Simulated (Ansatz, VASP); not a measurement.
**BaRe in VASP and in Ansatz**

INCAR

```
  PREC = Accurate
  ENCUT = 520
  EDIFF = 1E-6
  ISMEAR = 0
  SIGMA = 0.05
  LREAL = F
  LASPH = T
  NELM = 80
  ALGO = Normal
  ISIF = 2
  LWAVE = F
  LCHARG = T
  GGA = PS
  LELF = T
  LVHAR = T
  NBANDS = 16
```

Contents of KPOINTS:

```
regular mesh
0
Gamma
  8 8 8
```

The input POSCAR:

```
BaRe
1.0
    3.7703096883      0.0000000000      0.0000000000
    0.0000000000      3.7703096883      0.0000000000
    0.0000000000      0.0000000000      3.7703096883
Ba Re
1 1
Direct
    0.0000000000      0.0000000000      0.0000000000
    0.5000000000      0.5000000000      0.5000000000
```

Input for Ansatz:

```yaml
crystal:
  lattice:
    - [3.7703096883, 0.0, 0.0]
    - [0.0, 3.7703096883, 0.0]
    - [0.0, 0.0, 3.7703096883]
  atoms:
    - { symbol: Ba, position: [0.0, 0.0, 0.0] }
    - { symbol: Re, position: [0.5, 0.5, 0.5] }
basis:
  ecutwfc: 420
  ecutrho_ratio: 4
kpoints:
  mp_grid: { grid: [8, 8, 8] }
hamiltonian:
  xc: pbesol
scf:
  occupations: { method: gaussian, width: 0.05 }
output:
  forces: true
  stress: true
  eigenvalues: true
```

Alike in both runs: task single point; functional PBEsol; k mesh 8 × 8 × 8; occupations gaussian, width 0.05 eV; no spin polarisation.

```csv
,VASP,Ansatz
version,VASP 6.6.1,Ansatz 0.2.0
potentials or method,"VASP PAW PBE potentials, release 64 (Ba_sv, Re), cutoff 520 eV","scalar-relativistic, plane waves, PAW"
valence electrons in the cell,17,25
```

```csv
,VASP,Ansatz,Ansatz less VASP
gap on the k mesh at the Fermi level (eV),none,none,-
pressure (GPa),-4.1,-5.5,-1.41
```

VASP's potentials were made for PBE, not for PBEsol. A gap of «none» marks a metal or a gap that the smearing closes. VASP's potentials hold 17 valence electrons a cell and Ansatz's 25, so a difference there can come from the potentials and not from the codes.

Neither program's run includes spin-orbit coupling.
